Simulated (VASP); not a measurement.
# Lu2Ir2O7 (Fd-3m) in VASP: single point with PBE

Aim: the single point of Lu2Ir2O7 with PBE.

All numbers are computed with VASP 6.6.1; they aren't measurements. Logs are shortened: lines on timing, memory, paths and dates and some standing lists are left out, and cuts for length are marked.

### Step 1. The cell of the first run

Symmetry: Fd-3m, No. 227, cubic system. The conventional cell has a = 10.147 Å, b = 10.147 Å, c = 10.147 Å, α = 90.00°, β = 90.00°, γ = 90.00°. Within 2.9 Å of Lu (site symmetry -3m) lie 8 O at 2.20 to 2.43 Å. Within 2.7 Å of Ir (site symmetry -3m) lie 6 O at 2.01 Å. Within 2.7 Å of O (site symmetry 2mm) lie 2 Ir at 2.01 Å and 2 Lu at 2.43 Å and 4 O at 2.59 Å. Within 2.9 Å of O (site symmetry -43m) lie 4 Lu at 2.20 Å.

### Step 2. Single point, PBE, collinear spin, ferromagnetic start

The input, INCAR:

```
PREC     = Accurate       # precision mode
ENCUT    = 520            # plane-wave cutoff, eV
EDIFF    = 1E-6           # SCF threshold, eV
ISMEAR   = 0              # smearing method
SIGMA    = 0.05           # smearing width, eV
LREAL    = Auto         
LASPH    = T              # aspherical terms in the spheres
NELM     = 150            # most SCF steps
ALGO     = Normal         # electronic algorithm
ISIF     = 2              # what is computed and relaxed
LWAVE    = F              # write WAVECAR
LCHARG   = F              # write CHGCAR
ISPIN    = 2              # spin polarisation
MAGMOM   = 0 0 0 0 1 1 1 1 0 0 0 0 0 0 0 0 0 0 0 0 0 0 # initial moments
LORBIT   = 11             # projections on sites
LMAXMIX  = 4              # l up to which the mixer works
GGA      = PE             # functional
NBANDS   = 131            # bands
KPAR     = 4
```

The input, KPOINTS:

```
regular mesh
0
Gamma
  4 4 4
```

The input, POSCAR:

```
Lu2Ir2O7
1.0
    0.0000000000      5.0734935943      5.0734935943
    5.0734935943      0.0000000000      5.0734935943
    5.0734935943      5.0734935943      0.0000000000
Lu Ir O
4 4 14
Direct
    0.1250000000      0.6250000000      0.6250000000
    0.6250000000      0.1250000000      0.6250000000
    0.6250000000      0.6250000000      0.1250000000
    0.6250000000      0.6250000000      0.6250000000
    0.6250000000      0.1250000000      0.1250000000
    0.1250000000      0.6250000000      0.1250000000
    0.1250000000      0.1250000000      0.6250000000
    0.1250000000      0.1250000000      0.1250000000
    0.2140982663      0.2140982663      0.7859017337
    0.7859017337      0.7859017337      0.2140982663
    0.2140982663      0.7859017337      0.2140982663
    0.7859017337      0.2140982663      0.7859017337
    0.7859017337      0.2140982663      0.2140982663
    0.2140982663      0.7859017337      0.7859017337
    0.0359017337      0.0359017337      0.4640982663
    0.4640982663      0.4640982663      0.0359017337
    0.0359017337      0.4640982663      0.0359017337
    0.4640982663      0.0359017337      0.4640982663
    0.4640982663      0.0359017337      0.0359017337
    0.0359017337      0.4640982663      0.4640982663
    0.7500000000      0.7500000000      0.7500000000
    0.5000000000      0.5000000000      0.5000000000
```

Potentials or basis: VASP PAW PBE potentials, release 64 (Lu, Ir, O).

Launch:

```console
> cat potpaw_PBE.64/Lu/POTCAR potpaw_PBE.64/Ir/POTCAR potpaw_PBE.64/O/POTCAR > POTCAR
> mpirun -np 4 vasp_std > vasp.out
```

OUTCAR:

```text
PREC = Accurate
   ENCUT = 520
   EDIFF = 1E-6
   ISMEAR = 0
   LREAL = Auto
   LASPH = T
   NELM = 150
   ISIF = 2
   ISPIN = 2
   LORBIT = 11
   GGA = PE

 ion  position               nearest neighbor table
   1  0.125  0.625  0.625-  21 2.20  22 2.20  17 2.43  20 2.43  11 2.43  14 2.43   9 2.43  15 2.43
                             7 3.59   4 3.59   6 3.59   3 3.59   6 3.59   8 3.59   2 3.59   7 3.59
   2  0.625  0.125  0.625-  21 2.20  22 2.20  18 2.43  19 2.43  12 2.43  13 2.43   9 2.43  15 2.43
                             7 3.59   4 3.59   5 3.59   3 3.59   5 3.59   8 3.59   1 3.59   3 3.59
   3  0.625  0.625  0.125-  21 2.20  22 2.20  10 2.43  16 2.43  17 2.43  19 2.43  13 2.43  11 2.43
                             6 3.59   4 3.59   5 3.59   1 3.59   2 3.59   4 3.59   2 3.59   5 3.59
   4  0.625  0.625  0.625-  21 2.20  22 2.20  14 2.43  16 2.43  18 2.43  20 2.43  10 2.43  12 2.43
                             3 3.59   1 3.59   2 3.59   3 3.59   5 3.59   6 3.59   2 3.59   5 3.59
   5  0.625  0.125  0.125-  10 2.01  12 2.01  13 2.01  16 2.01  18 2.01  19 2.01   2 3.59   3 3.59
                             2 3.59   4 3.59   3 3.59   4 3.59
   6  0.125  0.625  0.125-  10 2.01  11 2.01  14 2.01  16 2.01  17 2.01  20 2.01   1 3.59   3 3.59
                             1 3.59   4 3.59   3 3.59   4 3.59
   7  0.125  0.125  0.625-   9 2.01  12 2.01  14 2.01  15 2.01  18 2.01  20 2.01   1 3.59   2 3.59
                             1 3.59   4 3.59   2 3.59   4 3.59
   8  0.125  0.125  0.125-   9 2.01  11 2.01  13 2.01  15 2.01  17 2.01  19 2.01   1 3.59   2 3.59
                             1 3.59   3 3.59   2 3.59   3 3.59
   9  0.214  0.214  0.786-   7 2.01   8 2.01   1 2.43   2 2.43
  10  0.786  0.786  0.214-   5 2.01   6 2.01   3 2.43   4 2.43
  11  0.214  0.786  0.214-   6 2.01   8 2.01   1 2.43   3 2.43
  12  0.786  0.214  0.786-   5 2.01   7 2.01   2 2.43   4 2.43
  13  0.786  0.214  0.214-   5 2.01   8 2.01   2 2.43   3 2.43
  14  0.214  0.786  0.786-   6 2.01   7 2.01   1 2.43   4 2.43
  15  0.036  0.036  0.464-   7 2.01   8 2.01   1 2.43   2 2.43
  16  0.464  0.464  0.036-   5 2.01   6 2.01   3 2.43   4 2.43
  17  0.036  0.464  0.036-   6 2.01   8 2.01   1 2.43   3 2.43
  18  0.464  0.036  0.464-   5 2.01   7 2.01   2 2.43   4 2.43
  19  0.464  0.036  0.036-   5 2.01   8 2.01   2 2.43   3 2.43
  20  0.036  0.464  0.464-   6 2.01   7 2.01   1 2.43   4 2.43
  21  0.750  0.750  0.750-   1 2.20   2 2.20   3 2.20   4 2.20
  22  0.500  0.500  0.500-   1 2.20   2 2.20   3 2.20   4 2.20

  LATTYP: Found a face centered cubic cell.
 ALAT       =    10.1469871886

  Lattice vectors:

 A1 = (   0.0000000000,   5.0734935943,   5.0734935943)
 A2 = (   5.0734935943,   0.0000000000,   5.0734935943)
 A3 = (   5.0734935943,   5.0734935943,   0.0000000000)

Analysis of symmetry for initial positions (statically):
=====================================================================
 Subroutine PRICEL returns:
 Original cell was already a primitive cell.

 Routine SETGRP: Setting up the symmetry group for a
 face centered cubic supercell.

 Subroutine GETGRP returns: Found 48 space group operations
 (whereof 24 operations were pure point group operations)
 out of a pool of 48 trial point group operations.

The static configuration has the point symmetry T_d .
 The point group associated with its full space group is O_h .

Analysis of symmetry for dynamics (positions and initial velocities):
=====================================================================
 Subroutine PRICEL returns:
 Original cell was already a primitive cell.

 Routine SETGRP: Setting up the symmetry group for a
 face centered cubic supercell.

 Subroutine GETGRP returns: Found 48 space group operations
 (whereof 24 operations were pure point group operations)
 out of a pool of 48 trial point group operations.

The dynamic configuration has the point symmetry T_d .
 The point group associated with its full space group is O_h .

Analysis of structural, dynamic, and magnetic symmetry:
=====================================================================
 Subroutine PRICEL returns:
 Original cell was already a primitive cell.

 Routine SETGRP: Setting up the symmetry group for a
 face centered cubic supercell.

 Subroutine GETGRP returns: Found 48 space group operations
 (whereof 24 operations were pure point group operations)
 out of a pool of 48 trial point group operations.

The overall configuration has the point symmetry T_d .
 The point group associated with its full space group is O_h .

 Subroutine INISYM returns: Found 48 space group operations
 (whereof 24 operations are pure point group operations),
 and found     1 'primitive' translations

----------------------------------------------------------------------------------------

                                     Primitive cell

  volume of cell :     261.1869

  direct lattice vectors                    reciprocal lattice vectors
[... 100 lines left out ...]
 SYSTEM =  unknown system
   PREC   = accura    normal or accurate (medium, high low for compatibility)
   ISTART =      0    job   : 0-new  1-cont  2-samecut
   ICHARG =      2    charge: 1-file 2-atom 10-const
   ISPIN  =      2    spin polarized calculation?
   LNONCOLLINEAR =      F non collinear calculations
   LSORBIT =      F    spin-orbit coupling
   LASPH  =      T    aspherical Exc in radial PAW
   ENCUT  =  520.0 eV  38.22 Ry    6.18 a.u.  13.34 13.34 13.34*2*pi/ulx,y,z
   NELM   =    150;   NELMIN=  2; NELMDL= -5     # of ELM steps
   EDIFF  = 0.1E-05   stopping-criterion for ELM
   LREAL  =      T    real-space projection
   EDIFFG = 0.1E-04   stopping-criterion for IOM
   NSW    =      0    number of steps for IOM
   IBRION =     -1    ionic relax: 0-MD 1-quasi-New 2-CG
   NFREE  =      0    steps in history (QN), initial steepest desc. (CG)
   ISIF   =      2    stress and relaxation
   ISYM   =      2    0-nonsym 1-usesym 2-fastsym
   POTIM  = 0.5000    time-step for ionic-motion
   TEBEG  =    0.0;   TEEND  =   0.0 temperature during run
   PSTRESS=    0.0 pullay stress
   NELECT =     220.0000    total number of electrons
   NUPDOWN=      -1.0000    fix difference up-down
   EMIN   =  10.00;   EMAX   =-10.00  energy-range for DOS
   EFERMI =   0.00;   METHOD = LEGACY
   ISMEAR =     0;   SIGMA  =   0.05  broadening in eV -4-tet -1-fermi 0-gaus
   EFERMI_NEDOS =   21; number of points for ismear=-14 and -15
   IALGO  =     38    algorithm
   IMIX   =      4    mixing-type and parameters
     AMIX     =   0.40;   BMIX     =  1.00
     AMIX_MAG =   1.60;   BMIX_MAG =  1.00
  volume/ion in A,a.u.               =      11.87        80.12
  Fermi-wavevector in a.u.,A,eV,Ry     =   1.546080  2.921667 32.522865  2.390363
  Thomas-Fermi vector in A             =   2.651367
   LORBIT       =     11    0 simple, 1 ext, 2 COOP (PROOUT), +10 PAW based schemes
   GGA     = PE    functional components
   LHFCALC =     F    Hartree Fock is set to
   AEXX    =    0.0000 exact exchange contribution
   IVDW    =     0    specifies the selected vdW correction
   LEPSILON=     F    determine dielectric tensor
   LRPA    =     F    only Hartree local field effects (RPA)
 spin polarized calculation
 Gauss-broadening in eV      SIGMA  =   0.05
  energy-cutoff  :      520.00
  volume of cell :      261.19
 maximum number of plane-waves:      7060
 NGX is ok and might be reduce to    54
   NGX = 27   NGY = 27   NGZ = 27

 number of electron     220.0000031 magnetization       2.0237553

 Free energy of the ion-electron system (eV)
  ---------------------------------------------------
  ext. energy  EPLUGINS =         0.00000000
  ---------------------------------------------------
  free energy    TOTEN  =      -167.42066384 eV

  energy without entropy =     -167.40589622  energy(sigma->0) =     -167.41328003

 E-fermi :   4.5186     XC(G=0): -11.8076

 val. band max:        4.5004933638   @ k =  -0.2500   0.2500   0.0000
 cond. band min:       4.5197805848   @ k =   0.5000   0.2500   0.0000
 fundamental gap:      0.0192872211
 Fermi energy:         4.5185930328

 spin component 1

 k-point     1 :       0.0000    0.0000    0.0000
  band No.  band energies     occupation
      1     -50.7618      1.00000
      2     -50.7469      1.00000
      3     -50.7469      1.00000
      4     -50.7469      1.00000
      5     -22.1441      1.00000
      6     -21.6658      1.00000
[... 989 lines left out ...]
    121       8.7447      0.00000
    122       8.7447      0.00000
 Fermi energy:         4.5185930328

 spin component 2

 k-point     1 :       0.0000    0.0000    0.0000
  band No.  band energies     occupation
      1     -50.7571      1.00000
      2     -50.7422      1.00000
      3     -50.7422      1.00000
      4     -50.7422      1.00000
      5     -22.1405      1.00000
      6     -21.6578      1.00000
[... 989 lines left out ...]
    121       8.7682      0.00000
    122       8.7682      0.00000
 [bands above 122 left out]

------------------------ aborting loop because EDIFF is reached ----------------------------------------

  FORCE on cell =-STRESS in cart. coord.  units (eV):
  Direction    XX          YY          ZZ          XY          YZ          ZX
  --------------------------------------------------------------------------------------
  -------------------------------------------------------------------------------------
  Total        2.7543756      2.7543756      2.7543756      0.0000000      0.0000000      0.0000000
  in kB       16.8959416     16.8959416     16.8959416      0.0000000      0.0000000      0.0000000
  external PRESSURE =      16.8959416 kB  Pullay stress =       0.0000000 kB

 VOLUME and BASIS-vectors are now :
 -----------------------------------------------------------------------------
  energy-cutoff  :      520.00
  volume of cell :      261.19
      direct lattice vectors                 reciprocal lattice vectors
     0.000000000  5.073493594  5.073493594    -0.098551420  0.098551420  0.098551420
     5.073493594  0.000000000  5.073493594     0.098551420 -0.098551420  0.098551420
     5.073493594  5.073493594  0.000000000     0.098551420  0.098551420 -0.098551420

 POSITION                                       TOTAL-FORCE (eV/Angst)
 -----------------------------------------------------------------------------------
      6.34187      3.80512      3.80512        -0.000000     -0.000000     -0.000000
      3.80512      6.34187      3.80512        -0.000000     -0.000000     -0.000000
      3.80512      3.80512      6.34187        -0.000000     -0.000000     -0.000000
      6.34187      6.34187      6.34187        -0.000000     -0.000000     -0.000000
      1.26837      3.80512      3.80512        -0.000000     -0.000000     -0.000000
      3.80512      1.26837      3.80512        -0.000000     -0.000000     -0.000000
[... 14 lines left out ...]
      7.61024      7.61024      7.61024        -0.000000     -0.000000     -0.000000
      5.07349      5.07349      5.07349        -0.000000     -0.000000     -0.000000
 -----------------------------------------------------------------------------------
    total drift:                               -0.000000     -0.000000      0.000000

  FREE ENERGIE OF THE ION-ELECTRON SYSTEM (eV)
  ---------------------------------------------------
  free  energy   TOTEN  =      -167.4206638434 eV

  energy  without entropy=     -167.4058962186  energy(sigma->0) =     -167.41328003

 total charge

# of ion       s       p       d       f       tot
--------------------------------------------------
    1        2.200   6.108   0.758  14.133  23.200
    2        2.200   6.108   0.758  14.133  23.200
    3        2.200   6.108   0.758  14.133  23.200
    4        2.200   6.108   0.758  14.133  23.200
    5        0.611   0.797   6.835   0.000   8.243
    6        0.611   0.797   6.835   0.000   8.243
[... 14 lines left out ...]
   21        1.559   3.541   0.000   0.000   5.100
   22        1.559   3.541   0.000   0.000   5.100
--------------------------------------------------
tot         33.057  76.193  30.374  56.531 196.154

 magnetization (x)

# of ion       s       p       d       f       tot
--------------------------------------------------
    1        0.006   0.003   0.005   0.001   0.016
    2        0.006   0.003   0.005   0.001   0.016
    3        0.006   0.003   0.005   0.001   0.016
    4        0.006   0.003   0.005   0.001   0.016
    5        0.004   0.002   0.337   0.000   0.344
    6        0.004   0.002   0.337   0.000   0.344
[... 14 lines left out ...]
   21        0.000   0.001   0.000   0.000   0.001
   22        0.000   0.001   0.000   0.000   0.001
--------------------------------------------------
tot          0.046   0.480   1.371   0.006   1.903
```

It took 8.6 min on 4 MPI ranks of Intel Xeon Platinum 8488C (Sapphire Rapids), shared host; peak memory 0.78 GiB.

Results:

```yaml
Free_energy: -167.4207 eV
Pressure: 1.7 GPa
Largest_force: 0.075 eV/Å
Band_gap_on_the_k_mesh: zero (filled and empty bands overlap)
Net_moment: 2.02 μB per cell
Site_moments: Lu +0.02; Ir +0.34; O +0.04, +0.00 μB
Valence_electrons_inside_the_program's_atomic_spheres: Lu 23.20; Ir 8.24; O 5.01, 5.10
```

Forces on the atoms (eV/Å):
```
Lu   0.000  0.000  0.000
Lu   0.000  0.000  0.000
Lu   0.000  0.000  0.000
Lu   0.000  0.000  0.000
Ir   0.000  0.000  0.000
Ir   0.000  0.000  0.000
Ir   0.000  0.000  0.000
Ir   0.000  0.000  0.000
O    0.000  0.000  0.075
O    0.000  0.000 -0.075
O    0.000  0.075  0.000
O    0.000 -0.075  0.000
O    0.075  0.000  0.000
O   -0.075  0.000  0.000
O    0.000  0.000 -0.075
O    0.000  0.000  0.075
O    0.000 -0.075  0.000
O    0.000  0.075  0.000
O   -0.075  0.000  0.000
O    0.075  0.000  0.000
O    0.000  0.000  0.000
O    0.000  0.000  0.000
```

Caveat: spin-orbit coupling is left out, which moves the levels of the heavy elements.
